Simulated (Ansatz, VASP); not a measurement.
# One calculation of W, two programs

INCAR

```
SYSTEM = W
  PREC = Accurate
  ENCUT = 520
  EDIFF = 1E-7
  ISMEAR = 0
  SIGMA = 0.15
  LREAL = .False.
  LASPH = .True.
  NELM = 80
  ALGO = Normal
  ISIF = 2
  LWAVE = .False.
  LCHARG = .True.
  GGA = PS
  LELF = .True.
  LVHAR = .True.
  NBANDS = 13
```

File KPOINTS:

```
Automatic mesh
0
Gamma
  20 20 20
  0 0 0
```

POSCAR

```
W
1.0
    0.0000000000      1.9995500000      1.9691000000
    1.9995500000      0.0000000000      1.9691000000
    1.9995500000      1.9995500000      0.0000000000
W
1
Direct
    0.0000000000      0.0000000000      0.0000000000
```

Input for Ansatz:

```yaml
crystal:
  lattice:
    - [0.0, 1.99955, 1.9691]
    - [1.99955, 0.0, 1.9691]
    - [1.99955, 1.99955, 0.0]
  atoms:
    - { symbol: W, position: [0.0, 0.0, 0.0] }
basis:
  ecutwfc: 420
kpoints:
  mp_grid: { grid: [20, 20, 20] }
hamiltonian:
  xc: pbesol
scf:
  occupations: { method: gaussian, width: 0.15 }
output:
  forces: true
  stress: true
  eigenvalues: true
```

Change from the starting cell: strain -0.015 along x and y, -0.030 along z, atoms carried along.

Alike in both runs: task single point; functional PBEsol; k mesh 20 × 20 × 20; occupations gaussian, width 0.15 eV; no spin polarisation.

|  | VASP | Ansatz |
| --- | --- | --- |
| version | VASP 6.6.1 | Ansatz 0.2.0 |
| potentials or method | VASP PAW PBE potentials, release 64 (W_sv), cutoff 520 eV | scalar-relativistic, plane waves, PAW |
| valence electrons in the cell | 14 | 14 |

Ansatz gave:

| Item | Value |
| --- | --- |
| gap on the k mesh at the Fermi level (eV) | none |
| pressure (GPa) | 4.4 |
| traceless stress, the component that is largest in VASP (GPa) | -3.70 |

Task: What did VASP give for the same quantities?

Result: gap on the k mesh at the Fermi level (eV): none; pressure (GPa): 5.2; traceless stress, the component that is largest in VASP (GPa): -3.75.

VASP's potentials were made for PBE, not for PBEsol. A gap of «none» marks a metal or a gap that the smearing closes. With one functional, cell and mesh, what is left measures potentials, basis and numerics.

Spin-orbit coupling is off throughout.
